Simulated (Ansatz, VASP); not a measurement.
## Ta3AlN4 in VASP and in Ansatz

The input INCAR:

```
SYSTEM = Ta3AlN4
PREC = Accurate ; ENCUT = 600
EDIFF = 1E-6 ; ISMEAR = 0
SIGMA = 0.1 ; LREAL = .FALSE.
LASPH = .TRUE. ; NELM = 100
ALGO = Normal ; ISIF = 3
LWAVE = .FALSE. ; LCHARG = .FALSE.
GGA = PE ; IBRION = 2
NSW = 90 ; EDIFFG = -0.04
```

The input KPOINTS:

```
Automatic mesh
0
G
  4 4 4
  0 0 0
```

POSCAR

```
Ta3AlN4
1.0
    4.7479522600      0.0000000000      0.0000000000
    0.0000000000      4.7479522600      0.0000000000
    0.0000000000      0.0000000000      4.7479522600
Ta Al N
3 1 4
Direct
    0.0000000000      0.0000000000      0.5000000000
    0.5000000000      0.0000000000      0.0000000000
    0.0000000000      0.5000000000      0.0000000000
    0.5000000000      0.5000000000      0.5000000000
    0.5000000000      0.5000000000      0.0000000000
    0.0000000000      0.5000000000      0.5000000000
    0.5000000000      0.0000000000      0.5000000000
    0.0000000000      0.0000000000      0.0000000000
```

Input for Ansatz:

```yaml
crystal:
  lattice:
    - [4.74795226, 0.0, 0.0]
    - [0.0, 4.74795226, 0.0]
    - [0.0, 0.0, 4.74795226]
  atoms:
    - { symbol: Ta, position: [0.0, 0.0, 0.5] }
    - { symbol: Ta, position: [0.5, 0.0, 0.0] }
    - { symbol: Ta, position: [0.0, 0.5, 0.0] }
    - { symbol: Al, position: [0.5, 0.5, 0.5] }
    - { symbol: "N", position: [0.5, 0.5, 0.0] }
    - { symbol: "N", position: [0.0, 0.5, 0.5] }
    - { symbol: "N", position: [0.5, 0.0, 0.5] }
    - { symbol: "N", position: [0.0, 0.0, 0.0] }
basis:
  ecutwfc: 420
kpoints:
  mp_grid: { grid: [4, 4, 4] }
hamiltonian:
  xc: pbe
scf:
  occupations: { method: gaussian, width: 0.1 }
  lower_state_search: "off"
output:
  forces: true
  stress: true
  eigenvalues: true
relax:
  adjacent_minimum: "off"
  f_tol: 0.04
  max_steps: 70
  cell: { stress_tol: 0.4 }
```

Alike in both runs: task relaxation of cell and atoms; functional PBE; k mesh 4 × 4 × 4; occupations gaussian, width 0.1 eV; no spin polarisation.

```csv
,VASP,Ansatz
version,VASP 6.6.1,Ansatz 0.2.0
potentials or method,"VASP PAW PBE potentials, release 64 (Ta_pv, Al, N), cutoff 600 eV","scalar-relativistic, plane waves, PAW"
valence electrons in the cell,56,62
```

VASP gave:

- gap on the k mesh at the Fermi level, each at its own relaxed structure (eV): none
- relaxed volume (Å³/atom): 10.53
- relaxed length of the cell vector where the two differ most in proportion (Å): 4.383

**Question.** What did Ansatz give for the same quantities?

**Answer.** gap on the k mesh at the Fermi level, each at its own relaxed structure (eV): none; relaxed volume (Å³/atom): 10.51; relaxed length of the cell vector where the two differ most in proportion (Å): 4.381.

A gap of «none» marks a metal or a gap that the smearing closes. VASP's potentials hold 56 valence electrons a cell and Ansatz's 62, so a difference there can come from the potentials and not from the codes.

Spin-orbit coupling is off throughout. Noted on VASP's run: the volume moved by over 15 % at a fixed basis, so the end points are rough.
